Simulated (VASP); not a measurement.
## Cr: single point with PBE+U

Cr:

```
Cr
1.0
    -1.48445    1.48445    1.48445
     1.48445   -1.48445    1.48445
     1.48445    1.48445   -1.48445
Cr
1
Direct
  0.00000 0.00000 0.00000
```

```
Program                : VASP 6.6.1
Task                   : single point
Functional             : PBE
Potentials or basis    : VASP PAW PBE potentials, release 64 (Cr_pv)
Cutoff                 : 300 eV
k mesh                 : 17 × 17 × 17
Occupations            : tetrahedron, width 0.1 eV
Spin                   : collinear spin, ferromagnetic start
Starting moments       : [3.0] μB
Hubbard terms          : Cr d U = 4 eV
Tolerance level        : standard
Purpose                : density of states
K density              : 14 × 14 × 14
Further INCAR settings : ALGO = Normal; EDIFF = 1e-06; NBANDS = 26
```

```json
{"Net moment": "-0.11 μB per cell", "Site moments": "Cr -0.08 μB", "Valence electrons inside the program's atomic spheres": "Cr 10.79", "Density of states at the Fermi level": "0.59 states/eV/atom"}
```

Levels at points of the mesh, in eV from the Fermi level:
Spin up:
```
           k point  band 4  band 5  band 6  band 7  band 8  band 9
(0.00, 0.00, 0.00)   -7.43   -0.79   -0.79   -0.79    1.89    1.89
```
Spin down:
```tsv
k point	band 2	band 3	band 4	band 5	band 6	band 7	band 8	band 9	band 10	band 11
(0.00, 0.00, 0.00)	-43.07	-43.07	-7.43	-1.15	-1.15	-1.15	1.94	1.94	6.79	21.30
```

It took 57 s on 1 thread of Intel(R) Xeon(R) Platinum 8559C (Emerald Rapids) (shared host), peak memory 0.19 GiB.

Caveat: the U is typed as a test and isn't derived for this compound. The state reached can hang on the start; a lower one may exist.
